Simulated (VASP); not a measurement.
AgCl, 2 atoms in the cell. The structure is tetragonal, space group P4/mmm (No. 123). The conventional cell has a = 3.434 Å, b = 3.434 Å, c = 3.365 Å, α = 90.00°, β = 90.00°, γ = 90.00°. Within 3.9 Å of Ag (site symmetry 4/mmm) lie 8 Cl at 2.95 Å and 6 Ag at 3.37 to 3.43 Å. Cl (site symmetry 4/mmm) has 8 Ag at 2.95 Å and 6 Cl at 3.37 to 3.43 Å within 3.9 Å.  This cell differs from its parent crystal: strain -0.0200 x Voigt [0, 1, 0, 0, 0, 0].

| Item | Value |
| --- | --- |
| Program | VASP 6.6.1 |
| Task | single point |
| Functional | r2SCAN |
| Potentials or basis | VASP PAW PBE potentials, release 64 (Ag, Cl) |
| Cutoff | 520 eV |
| k mesh | 8 × 8 × 8 |
| Occupations | gaussian, width 0.05 eV |
| Spin | no spin polarisation |
| Dipole correction | no |
| Further INCAR settings | ALGO = Normal; EDIFF = 1e-06; NBANDS = 16 |

Potentials or basis: VASP PAW PBE potentials, release 64 (Ag, Cl).

Run with:

```bash
$ cat potpaw_PBE.64/Ag/POTCAR potpaw_PBE.64/Cl/POTCAR > POTCAR
$ cp INCAR.step1 INCAR
$ mpirun -np 1 vasp_std > vasp.out
$ cp INCAR.step2 INCAR
$ mpirun -np 1 vasp_std > vasp.out
```

Hardware: 1 thread of AMD EPYC 9R45 96-Core Processor (Zen 5) (shared host).

**Question.** Estimate the wall time of this run.

**Answer.** Wall time 100 s on 1 thread of AMD EPYC 9R45 96-Core Processor (Zen 5) (shared host), peak memory 0.17 GiB. Counts: k points 75.
